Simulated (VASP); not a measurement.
A run of VASP 6.6.1 is set up as follows.

File INCAR:

```
PREC = Accurate ; ENCUT = 600
EDIFF = 1E-7 ; ISMEAR = -1
SIGMA = 0.1 ; LREAL = False
LASPH = True ; NELM = 80
ALGO = Normal ; ISIF = 3
LWAVE = False ; LCHARG = False
GGA = PE ; IBRION = 2
NSW = 60 ; EDIFFG = -0.005
PSTRESS = 82.0
```

The input KPOINTS:

```
Automatic mesh
0
Gamma
  11 11 11
```

POSCAR

```
TePb
1.0
    0.0000000000      3.2661194253      3.2661194253
    3.2661194253      0.0000000000      3.2661194253
    3.2661194253      3.2661194253      0.0000000000
Pb Te
1 1
Direct
    0.0000000000      0.0000000000      0.0000000000
    0.2500000000      0.2500000000      0.2500000000
```

Potentials or basis: VASP PAW PBE potentials, release 64 (Pb_d, Te).

Launch:

```sh
$ cat potpaw_PBE.64/Pb_d/POTCAR potpaw_PBE.64/Te/POTCAR > POTCAR
$ mpirun -np 1 vasp_std > vasp.out
```

Question: Predict the band gap on the k mesh.

Answer: 0.15 eV (least direct gap 1.01 eV).

Question: What does it give for the space group after relaxing (to 0.1 Å)?

Answer: F-43m (No. 216).

Step by step:
```
step  energy change (eV)  largest force (eV/Å)  pressure (GPa)  volume (Å³)
   1              0.0000                0.0000           17.08        69.68
   2             -1.1051                0.0000            2.31        91.02
   3             -0.7598                0.0000            8.05        79.70
   4             -0.7492                0.0000            8.19        79.49
```

Caveat: the cell is relaxed towards a set pressure, so the run minimises the enthalpy, not the energy; spin-orbit coupling is left out, which moves the levels of the heavy elements; an odd mesh through Γ misses points on the zone boundary, where band edges can lie.
